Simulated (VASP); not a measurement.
# Eu (Fd-3m) in VASP: single point with PBE

Aim: the single point of Eu with PBE.

All numbers are computed with VASP 6.6.1; they aren't measurements. Logs are shortened: lines on timing, memory, paths and dates and some standing lists are left out, and cuts for length are marked.

## (1) The cell of the first run

Symmetry: Fd-3m, No. 227, cubic system. The conventional cell has a = 5.526 Å, b = 5.526 Å, c = 5.526 Å, α = 90.00°, β = 90.00°, γ = 90.00°. Eu (site symmetry -43m) has 4 Eu at 2.39 Å within 3.2 Å.

## (2) Single point, PBE

File INCAR:

```
SYSTEM = Eu
ALGO = Normal ; EDIFF = 1E-7
ENCUT = 520 ; GGA = PE
ISIF = 2 ; ISMEAR = -1
LASPH = .TRUE. ; LCHARG = .FALSE.
LREAL = .FALSE. ; LWAVE = .FALSE.
NBANDS = 24 ; NELM = 60
PREC = Accurate ; SIGMA = 0.13605693000000002
```

File KPOINTS:

```
k-points
0
G
  8 8 8
  0 0 0
```

File POSCAR:

```
Eu
1.0
    0.0000000000      2.7631655201      2.7631655201
    2.7631655201      0.0000000000      2.7631655201
    2.7631655201      2.7631655201      0.0000000000
Eu
2
Direct
    0.0000000000      0.0000000000      0.0000000000
    0.2500000000      0.2500000000      0.2500000000
```

Potentials or basis: VASP PAW PBE potentials, release 64 (Eu).

Run with:

```sh
$ cat potpaw_PBE.64/Eu/POTCAR > POTCAR
$ mpirun -np 1 vasp_std > vasp.out
```

OUTCAR:

```text
SYSTEM = Eu
   EDIFF = 1E-7
   ENCUT = 520
   GGA = PE
   ISIF = 2
   ISMEAR = -1
   LASPH = .TRUE.
   LREAL = .FALSE.
   NELM = 60
   PREC = Accurate

 ion  position               nearest neighbor table
   1  0.000  0.000  0.000-   2 2.39   2 2.39   2 2.39   2 2.39
   2  0.250  0.250  0.250-   1 2.39   1 2.39   1 2.39   1 2.39

  LATTYP: Found a face centered cubic cell.
 ALAT       =     5.5263310402

  Lattice vectors:

 A1 = (   0.0000000000,   2.7631655201,   2.7631655201)
 A2 = (   2.7631655201,   0.0000000000,   2.7631655201)
 A3 = (   2.7631655201,   2.7631655201,   0.0000000000)

Analysis of symmetry for initial positions (statically):
=====================================================================
 Subroutine PRICEL returns:
 Original cell was already a primitive cell.

 Routine SETGRP: Setting up the symmetry group for a
 face centered cubic supercell.

 Subroutine GETGRP returns: Found 48 space group operations
 (whereof 24 operations were pure point group operations)
 out of a pool of 48 trial point group operations.

The static configuration has the point symmetry T_d .
 The point group associated with its full space group is O_h .

Analysis of symmetry for dynamics (positions and initial velocities):
=====================================================================
 Subroutine PRICEL returns:
 Original cell was already a primitive cell.

 Routine SETGRP: Setting up the symmetry group for a
 face centered cubic supercell.

 Subroutine GETGRP returns: Found 48 space group operations
 (whereof 24 operations were pure point group operations)
 out of a pool of 48 trial point group operations.

The dynamic configuration has the point symmetry T_d .
 The point group associated with its full space group is O_h .

 Subroutine INISYM returns: Found 48 space group operations
 (whereof 24 operations are pure point group operations),
 and found     1 'primitive' translations

----------------------------------------------------------------------------------------

                                     Primitive cell

  volume of cell :      42.1940

  direct lattice vectors                    reciprocal lattice vectors
     0.000000000  2.763165520  2.763165520    -0.180951882  0.180951882  0.180951882
     2.763165520  0.000000000  2.763165520     0.180951882 -0.180951882  0.180951882
     2.763165520  2.763165520  0.000000000     0.180951882  0.180951882 -0.180951882

  length of vectors
     3.907706154  3.907706154  3.907706154     0.313417853  0.313417853  0.313417853

  position of ions in fractional coordinates (direct lattice)
     0.000000000  0.000000000  0.000000000
     0.250000000  0.250000000  0.250000000

  ion indices of the primitive-cell ions
   primitive index   ion index
                 1           1
                 2           2

----------------------------------------------------------------------------------------

 KPOINTS: k-points

Automatic generation of k-mesh.
 Grid dimensions read from file:
 generate k-points for:    8    8    8

 Generating k-lattice:

  Cartesian coordinates                     Fractional coordinates (reciprocal lattice)
    -0.022618985  0.022618985  0.022618985     0.125000000  0.000000000  0.000000000
     0.022618985 -0.022618985  0.022618985     0.000000000  0.125000000  0.000000000
     0.022618985  0.022618985 -0.022618985     0.000000000  0.000000000  0.125000000

  Length of vectors
     0.039177232  0.039177232  0.039177232

  Shift w.r.t. Gamma in fractional coordinates (k-lattice)
     0.000000000  0.000000000  0.000000000

 Subroutine IBZKPT returns following result:
 ===========================================

 Found     29 irreducible k-points:

 Following reciprocal coordinates:
            Coordinates               Weight
  0.000000  0.000000  0.000000      1.000000
  0.125000  0.000000  0.000000      8.000000
  0.250000  0.000000  0.000000      8.000000
  0.375000  0.000000  0.000000      8.000000
  0.500000  0.000000  0.000000      4.000000
  0.125000  0.125000  0.000000      6.000000
[... 16 lines left out ...]
  0.500000  0.250000  0.125000     48.000000
 -0.375000  0.250000  0.125000     24.000000
 [... further k-points ...]
   k-points           NKPTS =     29   k-points in BZ     NKDIM =     29   number of bands    NBANDS=     24
   number of dos      NEDOS =    301   number of ions     NIONS =      2
   total plane-waves  NPLWV =  27000
   dimension x,y,z NGX =    30 NGY =   30 NGZ =   30
   dimension x,y,z NGXF=    60 NGYF=   60 NGZF=   60
   ions per type =               2
   NGX,Y,Z   is equivalent  to a cutoff of  12.76, 12.76, 12.76 a.u.
   NGXF,Y,Z  is equivalent  to a cutoff of  25.53, 25.53, 25.53 a.u.
 SYSTEM =  Eu
   PREC   = accura    normal or accurate (medium, high low for compatibility)
   ISTART =      0    job   : 0-new  1-cont  2-samecut
   ICHARG =      2    charge: 1-file 2-atom 10-const
   ISPIN  =      1    spin polarized calculation?
   LNONCOLLINEAR =      F non collinear calculations
   LSORBIT =      F    spin-orbit coupling
   LASPH  =      T    aspherical Exc in radial PAW
   ENCUT  =  520.0 eV  38.22 Ry    6.18 a.u.   7.27  7.27  7.27*2*pi/ulx,y,z
   NELM   =     60;   NELMIN=  2; NELMDL= -5     # of ELM steps
   EDIFF  = 0.1E-06   stopping-criterion for ELM
   LREAL  =      F    real-space projection
   EDIFFG = 0.1E-05   stopping-criterion for IOM
   NSW    =      0    number of steps for IOM
   IBRION =     -1    ionic relax: 0-MD 1-quasi-New 2-CG
   NFREE  =      0    steps in history (QN), initial steepest desc. (CG)
   ISIF   =      2    stress and relaxation
   ISYM   =      2    0-nonsym 1-usesym 2-fastsym
   POTIM  = 0.5000    time-step for ionic-motion
   TEBEG  =    0.0;   TEEND  =   0.0 temperature during run
   PSTRESS=    0.0 pullay stress
   NELECT =      34.0000    total number of electrons
   NUPDOWN=      -1.0000    fix difference up-down
   EMIN   =  10.00;   EMAX   =-10.00  energy-range for DOS
   EFERMI =   0.00;   METHOD = LEGACY
   ISMEAR =    -1;   SIGMA  =   0.14  broadening in eV -4-tet -1-fermi 0-gaus
   EFERMI_NEDOS =   21; number of points for ismear=-14 and -15
   IALGO  =     38    algorithm
   IMIX   =      4    mixing-type and parameters
     AMIX     =   0.40;   BMIX     =  1.00
     AMIX_MAG =   1.60;   BMIX_MAG =  1.00
  volume/ion in A,a.u.               =      21.10       142.37
  Fermi-wavevector in a.u.,A,eV,Ry     =   1.523413  2.878833 31.576214  2.320786
  Thomas-Fermi vector in A             =   2.631859
   LORBIT       =      0    0 simple, 1 ext, 2 COOP (PROOUT), +10 PAW based schemes
   GGA     = PE    functional components
   LHFCALC =     F    Hartree Fock is set to
   AEXX    =    0.0000 exact exchange contribution
   IVDW    =     0    specifies the selected vdW correction
   LEPSILON=     F    determine dielectric tensor
   LRPA    =     F    only Hartree local field effects (RPA)
 non-spin polarized calculation
  energy-cutoff  :      520.00
  volume of cell :       42.19
 maximum number of plane-waves:      1158
 NGX is ok and might be reduce to    30
   NGX = 15   NGY = 15   NGZ = 15

 number of electron      33.9999998 magnetization

 Free energy of the ion-electron system (eV)
  ---------------------------------------------------
  ext. energy  EPLUGINS =         0.00000000
  ---------------------------------------------------
  free energy    TOTEN  =       -10.02614034 eV

  energy without entropy =       -9.18426815  energy(sigma->0) =       -9.60520425

 E-fermi :   4.4299     XC(G=0): -11.9379

 val. band max:        4.4142428315   @ k =   0.3750   0.1250   0.0000
 cond. band min:       4.4365744834   @ k =   0.2500   0.1250   0.0000
 fundamental gap:      0.0223316520
 Fermi energy:         4.4298576225

 k-point     1 :       0.0000    0.0000    0.0000
  band No.  band energies     occupation
      1     -37.7588      2.00000
      2     -34.2605      2.00000
      3     -17.0683      2.00000
      4     -17.0683      2.00000
      5     -17.0683      2.00000
      6     -13.5109      2.00000
[... 16 lines left out ...]
     23       5.0793      0.01676
     24       5.0793      0.01676

 k-point     2 :       0.1250    0.0000    0.0000
  band No.  band energies     occupation
      1     -37.6767      2.00000
      2     -34.3846      2.00000
      3     -17.1596      2.00000
      4     -17.1596      2.00000
      5     -17.0786      2.00000
      6     -13.4088      2.00000
[... 16 lines left out ...]
     23       5.1521      0.00985
     24       5.1957      0.00716

 k-point     3 :       0.2500    0.0000    0.0000
  band No.  band energies     occupation
      1     -37.4507      2.00000
      2     -34.7100      2.00000
      3     -17.3573      2.00000
      4     -17.3573      2.00000
      5     -17.1281      2.00000
      6     -13.1079      2.00000
[... 16 lines left out ...]
     23       5.1513      0.00991
     24       5.3136      0.00302

 k-point     4 :       0.3750    0.0000    0.0000
  band No.  band energies     occupation
      1     -37.1603      2.00000
      2     -35.0973      2.00000
      3     -17.5308      2.00000
      4     -17.5308      2.00000
      5     -17.2048      2.00000
      6     -12.7857      2.00000
[... 16 lines left out ...]
     23       5.3704      0.00199
     24       5.4442      0.00116

 k-point     5 :       0.5000    0.0000    0.0000
  band No.  band energies     occupation
      1     -37.0040      2.00000
      2     -35.2931      2.00000
      3     -17.5972      2.00000
      4     -17.5972      2.00000
      5     -17.2425      2.00000
      6     -12.6744      2.00000
[... 16 lines left out ...]
     23       5.5890      0.00040
     24       5.5891      0.00040

 k-point     6 :       0.1250    0.1250    0.0000
  band No.  band energies     occupation
      1     -37.6481      2.00000
      2     -34.4270      2.00000
      3     -17.2761      2.00000
      4     -17.2761      2.00000
      5     -16.8784      2.00000
      6     -13.6575      2.00000
[... 16 lines left out ...]
     23       5.0860      0.01596
     24       5.1536      0.00974
[... 379 lines left out ...]
 k-point    21 :       0.5000    0.5000    0.0000
  band No.  band energies     occupation
      1     -36.1914      2.00000
      2     -36.1914      2.00000
      3     -18.1389      2.00000
      4     -18.1389      2.00000
      5     -15.1009      2.00000
      6     -15.1009      2.00000
[... 16 lines left out ...]
     23       5.1396      0.01079
     24       5.1396      0.01079

 k-point    22 :       0.3750    0.2500    0.1250
  band No.  band energies     occupation
      1     -37.2438      2.00000
      2     -34.9888      2.00000
      3     -17.8476      2.00000
      4     -17.5946      2.00000
      5     -16.4784      2.00000
      6     -13.7707      2.00000
[... 16 lines left out ...]
     23       5.0638      0.01876
     24       5.1712      0.00857

 k-point    23 :       0.5000    0.2500    0.1250
  band No.  band energies     occupation
      1     -36.9468      2.00000
      2     -35.3619      2.00000
      3     -18.1006      2.00000
      4     -17.7475      2.00000
      5     -16.2601      2.00000
      6     -13.7485      2.00000
[... 16 lines left out ...]
     23       5.1122      0.01319
     24       5.1620      0.00916

 k-point    24 :      -0.3750    0.2500    0.1250
  band No.  band energies     occupation
      1     -36.7738      2.00000
      2     -35.5660      2.00000
      3     -18.1908      2.00000
      4     -17.8171      2.00000
      5     -16.1782      2.00000
      6     -13.7151      2.00000
[... 16 lines left out ...]
     23       5.0793      0.01676
     24       5.1167      0.01276

 [... further k-points ...]

------------------------ aborting loop because EDIFF is reached ----------------------------------------

  FORCE on cell =-STRESS in cart. coord.  units (eV):
  Direction    XX          YY          ZZ          XY          YZ          ZX
  --------------------------------------------------------------------------------------
  -------------------------------------------------------------------------------------
  Total        0.4921749      0.4921749      0.4921749      0.0000000      0.0000000      0.0000000
  in kB       18.6887113     18.6887113     18.6887113      0.0000000      0.0000000      0.0000000
  external PRESSURE =      18.6887113 kB  Pullay stress =       0.0000000 kB

 VOLUME and BASIS-vectors are now :
 -----------------------------------------------------------------------------
  energy-cutoff  :      520.00
  volume of cell :       42.19
      direct lattice vectors                 reciprocal lattice vectors
     0.000000000  2.763165520  2.763165520    -0.180951882  0.180951882  0.180951882
     2.763165520  0.000000000  2.763165520     0.180951882 -0.180951882  0.180951882
     2.763165520  2.763165520  0.000000000     0.180951882  0.180951882 -0.180951882

 POSITION                                       TOTAL-FORCE (eV/Angst)
 -----------------------------------------------------------------------------------
      0.00000      0.00000      0.00000         0.000000      0.000000      0.000000
      1.38158      1.38158      1.38158        -0.000000     -0.000000     -0.000000
 -----------------------------------------------------------------------------------
    total drift:                                0.000000     -0.000000      0.000000

  FREE ENERGIE OF THE ION-ELECTRON SYSTEM (eV)
  ---------------------------------------------------
  free  energy   TOTEN  =       -10.0261403425 eV

  energy  without entropy=       -9.1842681531  energy(sigma->0) =       -9.60520425
```

Wall time 65 s (1 thread of Intel Xeon Platinum 8488C (Sapphire Rapids), shared host); peak memory 0.18 GiB.

What came out:

```yaml
Free_energy: -10.0261 eV
Pressure: 1.9 GPa
Band_gap_on_the_k_mesh: zero (band 17 reaches 4.68 eV, above the bottom of band 18 at 4.20 eV)
```

Levels at points of the mesh, in eV from the Fermi level:
```csv
k point,band 15,band 16,band 17,band 18,band 19,band 20
"(0.00, 0.00, 0.00)",-0.48,-0.27,-0.23,-0.23,0.48,0.48
"(0.50, 0.00, 0.00)",-0.53,-0.15,0.25,0.25,0.38,0.38
"(0.50, 0.50, 0.00)",-0.41,-0.41,-0.12,-0.12,0.25,0.25
```

Caveat: spin-orbit coupling is left out, which moves the levels of the heavy elements.
